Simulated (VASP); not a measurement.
Here is a VASP 6.6.1 calculation.

The input INCAR:

```
PREC     = Accurate       # precision mode
ENCUT    = 600            # plane-wave cutoff, eV
EDIFF    = 1E-6           # SCF threshold, eV
ISMEAR   = 0              # smearing method
SIGMA    = 0.1            # smearing width, eV
LREAL    = F              # projectors in reciprocal space
LASPH    = T              # aspherical terms in the spheres
NELM     = 100            # most SCF steps
ALGO     = Normal         # electronic algorithm
ISIF     = 3              # what is computed and relaxed
LWAVE    = F              # write WAVECAR
LCHARG   = F              # write CHGCAR
GGA      = PE             # functional
IBRION   = 2              # ionic algorithm
NSW      = 100            # ionic steps
EDIFFG   = -0.002         # ionic threshold
```

File KPOINTS:

```
Automatic mesh
0
Gamma
  18 18 10
```

The input POSCAR:

```
TiAl
1.0
    2.8672622300      0.0000000000      0.0000000000
   -1.4336311200      2.4831219300      0.0000000000
    0.0000000000      0.0000000000      4.6780830000
Ti Al
1 1
Direct
    0.0000000000      0.0000000000      0.0000000000
    0.3333333300      0.6666666700      0.5000000000
```

Potentials or basis: VASP PAW PBE potentials, release 64 (Ti_sv, Al).

The run is started by

```console
$ cat potpaw_PBE.64/Ti_sv/POTCAR potpaw_PBE.64/Al/POTCAR > POTCAR
$ mpirun -np 1 vasp_std > vasp.out
```

**Question.** Estimate the space group after relaxing (to 0.05 Å).

**Answer.** P-6m2 (No. 187).

**Question.** What does it give for the relaxed cell?

**Answer.** a = 2.880 Å, b = 2.880 Å, c = 4.649 Å, α = 90.00°, β = 90.00°, γ = 120.00°.

**Question.** Estimate the relaxed volume.

**Answer.** 16.70 Å³/atom.

The path:
| step | energy change (eV) | largest force (eV/Å) | pressure (GPa) | volume (Å³) |
| --- | --- | --- | --- | --- |
| 1 | 0.0000 | 0.0000 | 0.15 | 33.31 |
| 2 | -0.0010 | 0.0000 | -0.03 | 33.38 |
| 3 | -0.0011 | 0.0000 | 0.02 | 33.42 |
| 4 | -0.0011 | 0.0000 | -0.07 | 33.42 |
| 5 | -0.0011 | 0.0000 | -0.10 | 33.42 |
| 6 | -0.0011 | 0.0000 | -0.10 | 33.42 |
| 7 | -0.0011 | 0.0000 | 0.07 | 33.37 |
| 8 | -0.0011 | 0.0000 | 0.03 | 33.39 |
| 9 | -0.0011 | 0.0000 | 0.00 | 33.40 |
